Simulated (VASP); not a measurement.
The system is B2P3.

```
B P
1.0
     4.87713    0.00000    0.00000
    -2.43856    4.22372    0.00000
     0.00000    0.00000    4.04003
B P
2 3
Direct
  0.33333 0.66667 0.00000
  0.66667 0.33333 0.00000
  0.50000 0.00000 0.50000
  0.00000 0.50000 0.50000
  0.50000 0.50000 0.50000
```

| Item | Value |
| --- | --- |
| Program | VASP 6.6.1 |
| Task | relaxation of cell and atoms |
| Functional | PBE |
| Potentials or basis | VASP PAW PBE potentials, release 64 (B, P) |
| Cutoff | 600 eV |
| k mesh | 6 × 6 × 4 |
| Occupations | gaussian, width 0.1 eV |
| Spin | no spin polarisation |

At the start: pressure -8.5 GPa; volume 16.64 Å³/atom.

Where does the relaxation end?

Over 14 steps the energy falls by 613.8 meV/atom and the volume is 14.45 Å³/atom (-13.2 %); space group P6/mmm (No. 191, to 0.05 Å).

Step by step:
| step | energy change (eV) | largest force (eV/Å) | pressure (GPa) | volume (Å³) |
| --- | --- | --- | --- | --- |
| 1 | 0.0000 | 0.0000 | -8.47 | 83.22 |
| 2 | -0.7750 | 0.0000 | -1.51 | 72.96 |
| 3 | -1.4879 | 0.0000 | 13.59 | 60.72 |
| 4 | -1.6653 | 0.0000 | 19.99 | 59.11 |
| 5 | -1.6704 | 0.0000 | 21.11 | 58.77 |
| 6 | -2.0346 | 0.0000 | 14.59 | 61.11 |
| 7 | -2.7687 | 0.0000 | 2.47 | 68.39 |
| 8 | -2.6305 | 0.0000 | -10.20 | 84.06 |
| 9 | -2.9882 | 0.0000 | -4.93 | 75.39 |
| 10 | -2.9927 | 0.0000 | -4.12 | 74.45 |
| 11 | -3.0515 | 0.0000 | -2.66 | 74.24 |
| 12 | -3.0516 | 0.0000 | -2.60 | 74.23 |
| 13 | -3.0647 | 0.0000 | -1.31 | 73.18 |
| 14 | -3.0689 | 0.0000 | -0.08 | 72.25 |

Final structure:
```xyz
5
Lattice="5.2997 0.0000 0.0000 -2.6499 4.5897 0.0000 0.0000 0.0000 2.9704" Properties=species:S:1:pos:R:3 pbc="T T T"
B     0.0000    3.0598    0.0000
B     2.6499    1.5299    0.0000
P     2.6499    0.0000    1.4852
P    -1.3249    2.2949    1.4852
P     1.3249    2.2949    1.4852
```

Caveat: the k points lie up to 0.53 Å⁻¹ apart in the final cell.
